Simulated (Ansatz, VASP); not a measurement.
## Two plane-wave programs on GaN

```xyz
12
Lattice="3.2168 0.0000 0.0000 -1.6084 2.7859 0.0000 0.0000 0.0000 15.7475" Properties=species:S:1:pos:R:3 pbc="T T T"
Ga    0.0000    0.0000    2.9531
Ga    0.0000    0.0000   10.8269
Ga    0.0000    1.8572    8.1999
Ga    1.6084    0.9286    0.3262
Ga    0.0000    1.8572   13.4481
Ga    1.6084    0.9286    5.5744
N     0.0000    0.0000    4.9234
N     0.0000    0.0000   12.7972
N     0.0000    1.8572   15.4201
N     1.6084    0.9286    7.5464
N     0.0000    1.8572   10.1716
N     1.6084    0.9286    2.2978
```

Alike in both runs: functional PBE; k mesh 12 × 12 × 2; occupations gaussian, width 0.02 eV; no spin polarisation.

Ansatz relaxed the structure, and its values are those at the end. VASP's run is a single point on that final structure, the one shown.

```csv
,VASP,Ansatz
version,VASP 6.6.1,Ansatz 0.2.0
potentials or method,"VASP PAW PBE potentials, release 64 (Ga_d, N), cutoff 520 eV","scalar-relativistic, plane waves, PAW"
valence electrons in the cell,108,108
```

```tsv
	VASP	Ansatz	Ansatz less VASP
gap on the k mesh at the Fermi level (eV)	1.60	1.59	-0.006
least direct gap on the mesh (eV)	1.60	1.59	-0.006
pressure (GPa)	0.1	0.0	-0.08
```
